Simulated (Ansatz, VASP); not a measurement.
W in VASP and in Ansatz

```
W
1.0
    -1.57842    1.57842    1.57842
     1.57842   -1.57842    1.57842
     1.57842    1.57842   -1.57842
W
1
Direct
  0.00000 0.00000 0.00000
```

Alike in both runs: task relaxation of cell and atoms; functional PBEsol; k mesh 19 × 19 × 19; occupations fermi-dirac, width 0.08 eV; no spin polarisation.

```csv
,VASP,Ansatz
version,VASP 6.6.1,Ansatz 0.2.0
potentials or method,"VASP PAW PBE potentials, release 64 (W_sv)","PAW with Ansatz's default frozen-core files, scalar-relativistic"
plane-wave cutoff (eV),600,420
valence electrons in the cell,14,14
```

Ansatz gave:

```
relaxed volume (Å³/atom)                                                      : 15.68
relaxed length of the cell vector where the two differ most in proportion (Å) : 2.731
```

What did VASP give for the same quantities?

Relaxed volume (Å³/atom): 15.72; relaxed length of the cell vector where the two differ most in proportion (Å): 2.733.

VASP's potentials were made for PBE, not for PBEsol.

Spin-orbit coupling is off throughout.
